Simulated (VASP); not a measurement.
# Ni6O in VASP: single point with PBE

Aim: the single point of Ni6O with PBE.

All numbers are computed with VASP 6.6.1; they aren't measurements. Logs are shortened: lines on timing, memory, paths and dates and some standing lists are left out, and cuts for length are marked.

### Step 1. The cell of the first run

The cell holds a slab with vacuum, 14 atoms: a = 4.976 Å, b = 4.976 Å, c = 21.409 Å, α = 90.00°, β = 90.00°, γ = 90.00°.

### Step 2. Single point, PBE, collinear spin, ferromagnetic start

The input, INCAR:

```
PREC     = Accurate       # precision mode
ENCUT    = 520            # plane-wave cutoff, eV
EDIFF    = 1E-7           # SCF threshold, eV
ISMEAR   = 0              # smearing method
SIGMA    = 0.1            # smearing width, eV
LREAL    = F              # projectors in reciprocal space
LASPH    = T              # aspherical terms in the spheres
NELM     = 150            # most SCF steps
ALGO     = Normal         # electronic algorithm
ISIF     = 2              # what is computed and relaxed
LWAVE    = F              # write WAVECAR
LCHARG   = T              # write CHGCAR
ISPIN    = 2              # spin polarisation
MAGMOM   = 0.85 0.85 0.85 0.85 0.76 0.76 0.76 0.76 0.85 0.85 0.85 0.85 1 1 # initial moments
LORBIT   = 11             # projections on sites
LMAXMIX  = 4              # l up to which the mixer works
LDIPOL   = T            
IDIPOL   = 3            
DIPOL    = 0.5 0.5 0.290
GGA      = PE             # functional
LVHAR    = T            
LVACPOTAV= T            
NBANDS   = 83             # bands
KPAR     = 4
```

The input, KPOINTS:

```
Automatic mesh
0
Gamma
  6 6 1
```

The input, POSCAR:

```
Ni6O
1.0
    4.9764658027      0.0000000000      0.0000000000
    0.0000000000      4.9764658027      0.0000000000
    0.0000000000      0.0000000000     21.4094403098
Ni O
12 2
Direct
    0.2500000000      0.2500000000      0.1868334689
    0.2500000000      0.7500000000      0.1868334689
    0.7500000000      0.2500000000      0.1868334689
    0.7500000000      0.7500000000      0.1868334689
    0.0000000000      0.0000000000      0.2664588988
    0.0000000000      0.5000000000      0.2664588988
    0.5000000000      0.0000000000      0.2664588988
    0.5000000000      0.5000000000      0.2664588988
    0.2500000000      0.2500000000      0.3460828589
    0.2500000000      0.7500000000      0.3460828589
    0.7500000000      0.2500000000      0.3460828589
    0.7500000000      0.7500000000      0.3460828589
   -0.2997106901      0.0000000000      0.4282895852
    0.2997106901      0.0000000000      0.4282895852
```

Potentials or basis: VASP PAW PBE potentials, release 64 (Ni, O).

Command:

```
$ cat potpaw_PBE.64/Ni/POTCAR potpaw_PBE.64/O/POTCAR > POTCAR
$ mpirun -np 4 vasp_std > vasp.out
```

OUTCAR:

```text
PREC = Accurate
   ENCUT = 520
   EDIFF = 1E-7
   ISMEAR = 0
   LREAL = F
   LASPH = T
   NELM = 150
   ISIF = 2
   ISPIN = 2
   LORBIT = 11
   GGA = PE

 ion  position               nearest neighbor table
   1  0.250  0.250  0.187-   5 2.45   6 2.45   7 2.45   8 2.45   2 2.49   3 2.49   2 2.49   3 2.49

   2  0.250  0.750  0.187-   5 2.45   6 2.45   7 2.45   8 2.45   1 2.49   4 2.49   1 2.49   4 2.49

   3  0.750  0.250  0.187-   5 2.45   6 2.45   7 2.45   8 2.45   1 2.49   4 2.49   4 2.49   1 2.49
[... 4 lines left out ...]
                             6 2.49   7 2.49   6 2.49   7 2.49
   6  0.000  0.500  0.266-   9 2.45  10 2.45  11 2.45  12 2.45   1 2.45   2 2.45   3 2.45   4 2.45
                             5 2.49   8 2.49   5 2.49   8 2.49
   7  0.500  0.000  0.266-   9 2.45  10 2.45  11 2.45  12 2.45   1 2.45   2 2.45   3 2.45   4 2.45
                             5 2.49   8 2.49   8 2.49   5 2.49
   8  0.500  0.500  0.266-   9 2.45  10 2.45  11 2.45  12 2.45   1 2.45   2 2.45   3 2.45   4 2.45
                             6 2.49   7 2.49   7 2.49   6 2.49
   9  0.250  0.250  0.346-  14 2.17   6 2.45   7 2.45   8 2.45   5 2.45  11 2.49  10 2.49  10 2.49
                            11 2.49
  10  0.250  0.750  0.346-  14 2.17   6 2.45   7 2.45   8 2.45   5 2.45  12 2.49   9 2.49   9 2.49
                            12 2.49
  11  0.750  0.250  0.346-  13 2.17   6 2.45   7 2.45   8 2.45   5 2.45  12 2.49   9 2.49  12 2.49
                             9 2.49
  12  0.750  0.750  0.346-  13 2.17   6 2.45   7 2.45   8 2.45   5 2.45  11 2.49  10 2.49  11 2.49
                            10 2.49
  13  0.700  0.000  0.428-  11 2.17  12 2.17
  14  0.300  0.000  0.428-   9 2.17  10 2.17

  LATTYP: Found a simple tetragonal cell.
 ALAT       =     4.9764658027
 C/A-ratio  =     4.3021375327

  Lattice vectors:

 A1 = (   4.9764658027,   0.0000000000,   0.0000000000)
 A2 = (   0.0000000000,   4.9764658027,   0.0000000000)
 A3 = (   0.0000000000,   0.0000000000,  21.4094403098)

Analysis of symmetry for initial positions (statically):
=====================================================================
 Subroutine PRICEL returns:
 Original cell was already a primitive cell.

 Routine SETGRP: Setting up the symmetry group for a
 simple tetragonal supercell.

 Subroutine GETGRP returns: Found  4 space group operations
 (whereof  4 operations were pure point group operations)
 out of a pool of 16 trial point group operations.

The static configuration has the point symmetry C_2v.

Analysis of symmetry for dynamics (positions and initial velocities):
=====================================================================
 Subroutine PRICEL returns:
 Original cell was already a primitive cell.

 Routine SETGRP: Setting up the symmetry group for a
 simple tetragonal supercell.

 Subroutine GETGRP returns: Found  4 space group operations
 (whereof  4 operations were pure point group operations)
 out of a pool of 16 trial point group operations.

The dynamic configuration has the point symmetry C_2v.

Analysis of structural, dynamic, and magnetic symmetry:
=====================================================================
 Subroutine PRICEL returns:
 Original cell was already a primitive cell.

 Routine SETGRP: Setting up the symmetry group for a
 simple tetragonal supercell.

 Subroutine GETGRP returns: Found  4 space group operations
 (whereof  4 operations were pure point group operations)
 out of a pool of 16 trial point group operations.

The overall configuration has the point symmetry C_2v.

 Subroutine INISYM returns: Found  4 space group operations
 (whereof  4 operations are pure point group operations),
 and found     1 'primitive' translations

----------------------------------------------------------------------------------------

                                     Primitive cell

  volume of cell :     530.2093

  direct lattice vectors                    reciprocal lattice vectors
     4.976465803  0.000000000  0.000000000     0.200945820  0.000000000  0.000000000
     0.000000000  4.976465803  0.000000000     0.000000000  0.200945820  0.000000000
     0.000000000  0.000000000 21.409440310     0.000000000  0.000000000  0.046708367

  length of vectors
     4.976465803  4.976465803 21.409440310     0.200945820  0.200945820  0.046708367
[... 109 lines left out ...]
   EMIN   =  10.00;   EMAX   =-10.00  energy-range for DOS
   EFERMI =   0.00;   METHOD = LEGACY
   ISMEAR =     0;   SIGMA  =   0.10  broadening in eV -4-tet -1-fermi 0-gaus
   EFERMI_NEDOS =   21; number of points for ismear=-14 and -15
   IALGO  =     38    algorithm
   IMIX   =      4    mixing-type and parameters
     AMIX     =   0.40;   BMIX     =  1.00
     AMIX_MAG =   1.60;   BMIX_MAG =  1.00
  volume/ion in A,a.u.               =      37.87       255.57
  Fermi-wavevector in a.u.,A,eV,Ry     =   1.029873  1.946178 14.430862  1.060638
  Thomas-Fermi vector in A             =   2.163943
   LORBIT       =     11    0 simple, 1 ext, 2 COOP (PROOUT), +10 PAW based schemes
   GGA     = PE    functional components
   LHFCALC =     F    Hartree Fock is set to
   AEXX    =    0.0000 exact exchange contribution
   IVDW    =     0    specifies the selected vdW correction
   LEPSILON=     F    determine dielectric tensor
   LRPA    =     F    only Hartree local field effects (RPA)
 spin polarized calculation
 Gauss-broadening in eV      SIGMA  =   0.10
  energy-cutoff  :      520.00
  volume of cell :      530.21
 maximum number of plane-waves:     14294
 NGX is ok and might be reduce to    40
   NGX = 19   NGY = 19   NGZ = 79

 dipolmoment           0.000000      0.000000     -0.336917 electrons x Angstroem

 number of electron     131.9999891 magnetization      10.0244250

 number of electron     131.9999890 magnetization       9.0267944

 dipolmoment           0.000000      0.000000      0.368674 electrons x Angstroem

 Free energy of the ion-electron system (eV)
  ---------------------------------------------------
  ext. energy  EPLUGINS =         0.00000000
  ---------------------------------------------------
  free energy    TOTEN  =       -69.28560579 eV

  energy without entropy =      -69.18248542  energy(sigma->0) =      -69.23404560

 E-fermi :  -2.0230     XC(G=0):  -4.4863

 val. band max:       -2.0297273304   @ k =   0.3333   0.1667   0.0000
 cond. band min:      -2.0214482722   @ k =   0.5000   0.3333   0.0000
 fundamental gap:      0.0082790582
 Fermi energy:        -2.0229721215

 spin component 1

 k-point     1 :       0.0000    0.0000    0.0000
  band No.  band energies     occupation
      1     -19.9143      1.00000
      2     -18.1735      1.00000
      3     -10.0898      1.00000
      4      -7.5533      1.00000
      5      -6.6969      1.00000
      6      -6.6601      1.00000
[... 1285 lines left out ...]
     77       1.6673      0.00000
     78       1.7431      0.00000
 Fermi energy:        -2.0229721215

 spin component 2

 k-point     1 :       0.0000    0.0000    0.0000
  band No.  band energies     occupation
      1     -19.4420      1.00000
      2     -17.6611      1.00000
      3     -10.1128      1.00000
      4      -7.5028      1.00000
      5      -6.3597      1.00000
      6      -6.3127      1.00000
[... 1285 lines left out ...]
     77       1.9432      0.00000
     78       2.0062      0.00000
 [bands above 78 left out]

------------------------ aborting loop because EDIFF is reached ----------------------------------------

  FORCE on cell =-STRESS in cart. coord.  units (eV):
  Direction    XX          YY          ZZ          XY          YZ          ZX
  --------------------------------------------------------------------------------------
  -------------------------------------------------------------------------------------
  Total       -6.3122671     -7.8756048     -9.7979353      0.0000000      0.0000000      0.0000000
  in kB      -19.0742992    -23.7983658    -29.6072307      0.0000000      0.0000000      0.0000000
  external PRESSURE =     -24.1599652 kB  Pullay stress =       0.0000000 kB

 VOLUME and BASIS-vectors are now :
 -----------------------------------------------------------------------------
  energy-cutoff  :      520.00
  volume of cell :      530.21
      direct lattice vectors                 reciprocal lattice vectors
     4.976465803  0.000000000  0.000000000     0.200945820  0.000000000  0.000000000
     0.000000000  4.976465803  0.000000000     0.000000000  0.200945820  0.000000000
     0.000000000  0.000000000 21.409440310     0.000000000  0.000000000  0.046708367

 POSITION                                       TOTAL-FORCE (eV/Angst)
 -----------------------------------------------------------------------------------
      1.24412      1.24412      4.00000         0.007788      0.021756      0.035271
      1.24412      3.73235      4.00000         0.007788     -0.021756      0.035271
      3.73235      1.24412      4.00000        -0.007788      0.021756      0.035271
      3.73235      3.73235      4.00000        -0.007788     -0.021756      0.035271
      0.00000      0.00000      5.70474         0.000000      0.000000     -0.332638
      0.00000      2.48823      5.70474         0.000000      0.000000      0.047833
      2.48823      0.00000      5.70474         0.000000      0.000000     -0.414569
      2.48823      2.48823      5.70474         0.000000      0.000000     -0.168083
      1.24412      1.24412      7.40944         0.191418     -0.658471      1.709199
      1.24412      3.73235      7.40944         0.191418      0.658471      1.709199
      3.73235      1.24412      7.40944        -0.191418     -0.658471      1.709199
      3.73235      3.73235      7.40944        -0.191418      0.658471      1.709199
      3.48497      0.00000      9.16944        -1.284513      0.000000     -3.055210
      1.49150      0.00000      9.16944         1.284513      0.000000     -3.055210
 -----------------------------------------------------------------------------------
    total drift:                               -0.000000      0.000000     -0.002615

  FREE ENERGIE OF THE ION-ELECTRON SYSTEM (eV)
  ---------------------------------------------------
  free  energy   TOTEN  =       -69.2856057905 eV

  energy  without entropy=      -69.1824854186  energy(sigma->0) =      -69.23404560

 vacuum level on the upper side and lower side of the slab         5.519         2.826

 total charge

# of ion       s       p       d       tot
------------------------------------------
    1        0.477   0.347   8.331   9.155
    2        0.477   0.347   8.331   9.155
    3        0.477   0.347   8.331   9.155
    4        0.477   0.347   8.331   9.155
    5        0.503   0.523   8.318   9.344
    6        0.507   0.531   8.322   9.359
    7        0.503   0.520   8.323   9.346
    8        0.506   0.528   8.323   9.357
    9        0.458   0.392   8.288   9.138
   10        0.458   0.392   8.288   9.138
   11        0.458   0.392   8.288   9.138
   12        0.458   0.392   8.288   9.138
   13        1.613   3.062   0.000   4.675
   14        1.613   3.062   0.000   4.675
--------------------------------------------------
tot          8.986  11.180  99.760 119.927

 magnetization (x)

# of ion       s       p       d       tot
------------------------------------------
    1       -0.004  -0.020   0.742   0.718
    2       -0.004  -0.020   0.742   0.718
    3       -0.004  -0.020   0.742   0.718
    4       -0.004  -0.020   0.742   0.718
    5       -0.008  -0.028   0.762   0.726
    6       -0.007  -0.023   0.587   0.557
    7       -0.008  -0.028   0.757   0.721
    8       -0.006  -0.024   0.627   0.598
    9       -0.009  -0.019   0.813   0.785
   10       -0.009  -0.019   0.813   0.785
   11       -0.009  -0.019   0.813   0.785
   12       -0.009  -0.019   0.813   0.785
   13        0.003   0.254   0.000   0.258
   14        0.003   0.254   0.000   0.258
--------------------------------------------------
tot         -0.073   0.247   8.955   9.130
```

Run time: 17 min. Hardware: 4 MPI ranks of AMD EPYC 9R14 (Zen 4), shared host; peak memory 1.4 GiB.

Results:

| Item | Value |
| --- | --- |
| Free energy | -69.2856 eV |
| Largest force | 3.314 eV/Å |
| Net moment | 9.03 μB per cell |
| Site moments | Ni +0.72, +0.73, +0.56, +0.60, +0.79 (each value once); O +0.26 μB |
| Valence electrons inside the program's atomic spheres | Ni 9.15, 9.34, 9.36, 9.35, 9.14 (each value once); O 4.67 |

Forces in eV/Å, atoms in the order of the input:
```
Ni   0.008  0.022  0.035
Ni   0.008 -0.022  0.035
Ni  -0.008  0.022  0.035
Ni  -0.008 -0.022  0.035
Ni   0.000  0.000 -0.333
Ni   0.000  0.000  0.048
Ni   0.000  0.000 -0.415
Ni   0.000  0.000 -0.168
Ni   0.191 -0.658  1.709
Ni   0.191  0.658  1.709
Ni  -0.191 -0.658  1.709
Ni  -0.191  0.658  1.709
O   -1.285  0.000 -3.055
O    1.285  0.000 -3.055
```

With open d or f shells a metallic result of PBE can be an artefact of self-interaction; +U or a hybrid may open a gap.
